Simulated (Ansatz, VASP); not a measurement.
**One calculation of Si, two programs**

```
Si
1.0
     0.00000    2.73497    2.73497
     2.73497    0.00000    2.73497
     2.73497    2.73497    0.00000
Si
2
Direct
  0.00000 0.00000 0.00000
  0.25000 0.25000 0.25000
```

Alike in both runs: functional PBE; k mesh 10 × 10 × 10; occupations gaussian, width 0.02 eV; no spin polarisation.

Ansatz relaxed the structure, and its values are those at the end. VASP's run is a single point on that final structure, the one shown.

```csv
,VASP,Ansatz
version,VASP 6.6.1,Ansatz 0.2.0
potentials or method,"VASP PAW PBE potentials, release 64 (Si), cutoff 500 eV","scalar-relativistic, plane waves, PAW"
valence electrons in the cell,8,8
```

```csv
,VASP,Ansatz,Ansatz less VASP
gap on the k mesh at the Fermi level (eV),0.62,0.62,-0.002
least direct gap on the mesh (eV),2.56,2.55,-0.005
pressure (GPa),-0.1,0.0,+0.08
```
